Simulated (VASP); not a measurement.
# MgB2 (P6/mmm) in VASP: a series of runs, part 2 of 2

VASP 6.6.1. The steps go on from the part before.

**3. Relaxation of shape and atoms at fixed volume, PBEsol (9.76 Å³/atom)**

This run uses another cell than the first one, of 9.76 Å³/atom.

INCAR

```
SYSTEM = MgB2
ALGO     = Normal         ! electronic algorithm
EDIFF    = 1E-6           ! SCF threshold, eV
EDIFFG   = -0.01          ! ionic threshold
ENCUT    = 600            ! plane-wave cutoff, eV
GGA      = PS             ! functional
IBRION   = 2              ! ionic algorithm
ISIF     = 4              ! what is computed and relaxed
ISMEAR   = 0              ! smearing method
LASPH    = .TRUE.         ! aspherical terms in the spheres
LCHARG   = .FALSE.        ! write CHGCAR
LREAL    = .FALSE.        ! projectors in reciprocal space
LWAVE    = .FALSE.        ! write WAVECAR
NELM     = 60             ! most SCF steps
NSW      = 50             ! ionic steps
PREC     = Accurate       ! precision mode
SIGMA    = 0.1            ! smearing width, eV
```

KPOINTS

```
k-points
0
G
  18 18 12
  0 0 0
```

POSCAR

```
MgB2
1.0
    3.0950919318      0.0000000000      0.0000000000
   -1.5475459659      2.6804282400      0.0000000000
    0.0000000000      0.0000000000      3.5296131625
Mg B
1 2
Direct
    0.0000000000      0.0000000000      0.0000000000
    0.3333333333      0.6666666667      0.5000000000
    0.6666666667      0.3333333333      0.5000000000
```

Potentials or basis: VASP PAW PBE potentials, release 64 (Mg, B).

On the command line:

```bash
$ cat potpaw_PBE.64/Mg/POTCAR potpaw_PBE.64/B/POTCAR > POTCAR
$ mpirun -np 1 vasp_std > vasp.out
```

OUTCAR:

```text
SYSTEM = MgB2
   EDIFF = 1E-6
   EDIFFG = -0.01
   ENCUT = 600
   GGA = PS
   IBRION = 2
   ISIF = 4
   ISMEAR = 0
   LASPH = .TRUE.
   LREAL = .FALSE.
   NELM = 60
   NSW = 50
   PREC = Accurate

 ion  position               nearest neighbor table
   1  0.000  0.000  0.000-   2 2.51   3 2.51   2 2.51   3 2.51   3 2.51   3 2.51   2 2.51   2 2.51
                             3 2.51   3 2.51   2 2.51   2 2.51
   2  0.333  0.667  0.500-   3 1.79   3 1.79   3 1.79   1 2.51   1 2.51   1 2.51   1 2.51   1 2.51
                             1 2.51
   3  0.667  0.333  0.500-   2 1.79   2 1.79   2 1.79   1 2.51   1 2.51   1 2.51   1 2.51   1 2.51
                             1 2.51

  LATTYP: Found a hexagonal cell.
 ALAT       =     3.0950919318
 C/A-ratio  =     1.1403904117

  Lattice vectors:

 A1 = (   3.0950919318,   0.0000000000,   0.0000000000)
 A2 = (  -1.5475459659,   2.6804282400,   0.0000000000)
 A3 = (   0.0000000000,   0.0000000000,   3.5296131625)

Analysis of symmetry for initial positions (statically):
=====================================================================
 Subroutine PRICEL returns:
 Original cell was already a primitive cell.

[... 230 lines left out ...]
      2       2.1870      2.00000
      3       5.5295      0.00000
      4       5.5295      0.00000
      5       6.6915      0.00000
      6      11.4197      0.00000
      7      11.4197      0.00000
      8      13.2228      0.00000
[... 243 lines left out ...]
 k-point    24 :       0.3889    0.1111    0.0000
  band No.  band energies     occupation
      1      -3.7660      2.00000
      2      -1.8491      2.00000
      3       2.1526      2.00000
      4       5.2621      0.04090
      5       8.4338      0.00000
      6       9.6771      0.00000
      7      10.5476      0.00000
      8      12.5738      0.00000

 [... further k-points ...]

------------------------ aborting loop because EDIFF is reached ----------------------------------------

  FORCE on cell =-STRESS in cart. coord.  units (eV):
  Direction    XX          YY          ZZ          XY          YZ          ZX
  --------------------------------------------------------------------------------------
  -------------------------------------------------------------------------------------
  Total       -0.7849875     -0.7849875     -0.7475983     -0.0000000     -0.0000000     -0.0000000
  in kB      -42.9505245    -42.9505245    -40.9047761     -0.0000000     -0.0000000     -0.0000000
  external PRESSURE =     -42.2686083 kB  Pullay stress =       0.0000000 kB

 VOLUME and BASIS-vectors are now :
 -----------------------------------------------------------------------------
  energy-cutoff  :      600.00
  volume of cell :       29.28
      direct lattice vectors                 reciprocal lattice vectors
     3.090022733  0.000000000  0.000000000     0.323622215  0.186843373  0.000000000
    -1.545011366  2.676038185  0.000000000     0.000000000  0.373686745 -0.000000000
    -0.000000000  0.000000000  3.541203361    -0.000000000 -0.000000000  0.282389882

 POSITION                                       TOTAL-FORCE (eV/Angst)
 -----------------------------------------------------------------------------------
      3.09002      0.00000      0.00000         0.000000      0.000000      0.000000
     -0.00000      1.78403      1.77060         0.000000     -0.000000     -0.000000
      1.54501      0.89201      1.77060        -0.000000     -0.000000      0.000000
 -----------------------------------------------------------------------------------
    total drift:                                0.000000      0.000000     -0.000000

  FREE ENERGIE OF THE ION-ELECTRON SYSTEM (eV)
  ---------------------------------------------------
  free  energy   TOTEN  =       -16.2167455569 eV

  energy  without entropy=      -16.2137614093  energy(sigma->0) =      -16.21525348

 reached required accuracy - stopping structural energy minimisation
```

OSZICAR:

```text
N       E                     dE             d eps       ncg     rms          rms(c)
DAV:   1     0.753435044411E+01    0.75344E+01   -0.42834E+03  4344   0.950E+02
DAV:   2    -0.174147465924E+02   -0.24949E+02   -0.23897E+02  5904   0.118E+02
DAV:   3    -0.177752702532E+02   -0.36052E+00   -0.35837E+00  5472   0.168E+01
DAV:   4    -0.177758970146E+02   -0.62676E-03   -0.62674E-03  6256   0.639E-01
DAV:   5    -0.177758974472E+02   -0.43264E-06   -0.43213E-06  5552   0.125E-02    0.510E+00
DAV:   6    -0.164483885627E+02    0.13275E+01   -0.22414E+00  4616   0.804E+00    0.242E+00
DAV:   7    -0.162232442557E+02    0.22514E+00   -0.10905E+00  5176   0.554E+00    0.722E-01
DAV:   8    -0.162234287457E+02   -0.18449E-03   -0.94303E-02  4536   0.201E+00    0.341E-01
DAV:   9    -0.162162107918E+02    0.72180E-02   -0.23813E-02  4680   0.835E-01    0.492E-02
DAV:  10    -0.162162046785E+02    0.61134E-05   -0.10048E-03  6080   0.216E-01    0.237E-02
DAV:  11    -0.162161823247E+02    0.22354E-04   -0.13107E-04  4680   0.689E-02    0.344E-03
DAV:  12    -0.162161817219E+02    0.60279E-06   -0.44184E-06  5032   0.142E-02
   1 F= -.16216182E+02 E0= -.16214713E+02  d E =-.162162E+02
       N       E                     dE             d eps       ncg     rms          rms(c)
DAV:   1    -0.162171060596E+02   -0.92373E-03   -0.15515E-02  5832   0.965E-01    0.730E-02
DAV:   2    -0.162167981280E+02    0.30793E-03   -0.68640E-04  5592   0.169E-01    0.299E-02
DAV:   3    -0.162167468797E+02    0.51248E-04   -0.20548E-04  5184   0.784E-02    0.665E-03
DAV:   4    -0.162167457038E+02    0.11759E-05   -0.82100E-06  5152   0.218E-02    0.159E-03
DAV:   5    -0.162167455569E+02    0.14686E-06   -0.68483E-07  3336   0.488E-03
   2 F= -.16216746E+02 E0= -.16215253E+02  d E =-.563835E-03
```

Run time: 79 s. Hardware: 1 thread of Intel Xeon Platinum 8259CL at 2.50GHz (Skylake/Cascade Lake), shared host; peak memory 0.23 GiB.

What came out:

| Quantity | Value |
| --- | --- |
| Free energy | -16.2167 eV |
| Energy gained by relaxing | 0.2 meV/atom |
| Ionic steps | 2 |
| Pressure after relaxing | -4.2 GPa |
| Band gap on the k mesh | zero (bands 4 and 5 overlap by 3.78 eV) |

Stress tensor (GPa, compression positive):
```
-4.30  0.00  0.00
 0.00 -4.30  0.00
 0.00  0.00 -4.09
```

The path:
```tsv
step	energy change (eV)	largest force (eV/Å)	pressure (GPa)	volume (Å³)
1	0.0000	0.0000	-4.43	29.28
2	-0.0006	0.0000	-4.23	29.28
```

Final structure:
```
Mg B
1.0
     3.09002    0.00000    0.00000
    -1.54501    2.67604    0.00000
     0.00000    0.00000    3.54120
Mg B
1 2
Direct
  0.00000 0.00000 0.00000
  0.33333 0.66667 0.50000
  0.66667 0.33333 0.50000
```

Caveat: the PAW data sets were made with another functional, which shifts forces and pressure a little.

**4. Relaxation of shape and atoms at fixed volume, PBEsol (10.05 Å³/atom)**

This run uses another cell than the first one, of 10.05 Å³/atom.

INCAR

```
SYSTEM = MgB2
ALGO = Normal
EDIFF = 1E-7
EDIFFG = -0.01
ENCUT = 600
GGA = PS
IBRION = 2
ISIF = 4
ISMEAR = 0
LASPH = .True.
LCHARG = .False.
LREAL = .False.
LWAVE = .False.
NELM = 100
NSW = 50
PREC = Accurate
SIGMA = 0.1
```

KPOINTS

```
k-points
0
Gamma
  18 18 12
  0 0 0
```

POSCAR

```
MgB2
1.0
    3.1178776630      0.0000000000      0.0000000000
   -1.5589388315      2.7001612621      0.0000000000
    0.0000000000      0.0000000000      3.5795193616
Mg B
1 2
Direct
    0.0000000000      0.0000000000      0.0000000000
    0.3333333333      0.6666666667      0.5000000000
    0.6666666667      0.3333333333      0.5000000000
```

On the command line:

```bash
$ cat potpaw_PBE.64/Mg/POTCAR potpaw_PBE.64/B/POTCAR > POTCAR
$ mpirun -np 1 vasp_std > vasp.out
```

Wall time 93 s (1 thread of Intel Xeon Platinum 8259CL at 2.50GHz (Skylake/Cascade Lake), shared host); peak memory 0.23 GiB.

It converged, with:

```
Free energy               : -16.1849 eV
Energy gained by relaxing : 0.1 meV/atom
Ionic steps               : 2
Pressure after relaxing   : -7.8 GPa
Band gap on the k mesh    : zero (bands 4 and 5 overlap by 3.67 eV)
```

Stress tensor (GPa, compression positive):
```
-7.91  0.00  0.00
 0.00 -7.91  0.00
 0.00  0.00 -7.69
```

Step by step:
| step | energy change (eV) | largest force (eV/Å) | pressure (GPa) | volume (Å³) |
| --- | --- | --- | --- | --- |
| 1 | 0.0000 | 0.0000 | -8.00 | 30.14 |
| 2 | -0.0004 | 0.0000 | -7.84 | 30.14 |

Final structure:
```
Mg B
1.0
     3.11348    0.00000    0.00000
    -1.55674    2.69635    0.00000
     0.00000    0.00000    3.58964
Mg B
1 2
Direct
  0.00000 0.00000 0.00000
  0.33333 0.66667 0.50000
  0.66667 0.33333 0.50000
```

Levels at points of the mesh, in eV from the Fermi level:
```tsv
k point	band 2	band 3	band 4	band 5	band 6	band 7
(0.00, 0.00, 0.00)	-2.93	0.42	0.42	1.40	6.24	6.24
(0.50, 0.00, 0.00)	-7.64	-2.07	0.20	2.96	3.83	5.02
(0.00, 0.00, 0.50)	-7.27	0.76	0.76	6.57	6.57	7.85
(0.50, 0.00, 0.50)	-6.78	-3.45	-1.79	-1.26	5.53	8.47
```

Caveat: the PAW data sets were made with another functional, which shifts forces and pressure a little.

**5. Summary**

```csv
cell,gap on the mesh (eV),pressure (GPa)
"relaxed from a = 3.034, b = 3.034, c = 3.460 Å, angles 90.0, 90.0, 120.0°, 3 atoms",none,4.7
"relaxed from a = 3.095, b = 3.095, c = 3.530 Å, angles 90.0, 90.0, 120.0°, 3 atoms",none,-4.2
"relaxed from a = 3.118, b = 3.118, c = 3.580 Å, angles 90.0, 90.0, 120.0°, 3 atoms",none,-7.8
```

Alike in all rows: task relaxation of shape and atoms at fixed volume; level PBEsol; potentials or basis VASP PAW PBE potentials, release 64 (Mg, B); no spin polarisation; k mesh 18 × 18 × 12; cutoff (eV) 600; smearing gaussian 0.1 eV.

Caveats: the PAW data sets were made with another functional, which shifts forces and pressure a little.

Total energies depend on the potentials used, so only differences within one code and one set of settings carry meaning.
